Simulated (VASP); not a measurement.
A run of VASP 6.6.1:

The input INCAR:

```
PREC = Accurate ; ENCUT = 520
EDIFF = 1E-7 ; ISMEAR = -1
SIGMA = 0.1 ; LREAL = F
LASPH = T ; NELM = 100
ALGO = Normal ; ISIF = 2
LWAVE = F ; LCHARG = F
GGA = PS ; NBANDS = 18
```

Contents of KPOINTS:

```
regular mesh
0
Gamma
  12 12 12
```

Contents of POSCAR:

```
SrCd
1.0
    3.9343810214      0.0000000000      0.0000000000
    0.0000000000      3.9343810214      0.0000000000
    0.0000000000      0.0000000000      3.9343810214
Sr Cd
1 1
Direct
    0.5000000000      0.5000000000      0.5000000000
    0.0000000000      0.0000000000      0.0000000000
```

Potentials or basis: VASP PAW PBE potentials, release 64 (Sr_sv, Cd).

The run is started by

```sh
$ cat potpaw_PBE.64/Sr_sv/POTCAR potpaw_PBE.64/Cd/POTCAR > POTCAR
$ mpirun -np 1 vasp_std > vasp.out
```

Hardware: 1 thread of AMD EPYC 9R45 96-Core Processor (Zen 5) (shared host).

Question: How long does it take, and how much memory?

Answer: Run time: 37 s on 1 thread of AMD EPYC 9R45 96-Core Processor (Zen 5) (shared host), peak memory 0.21 GiB. Counts: scf iterations 14, k points 84.
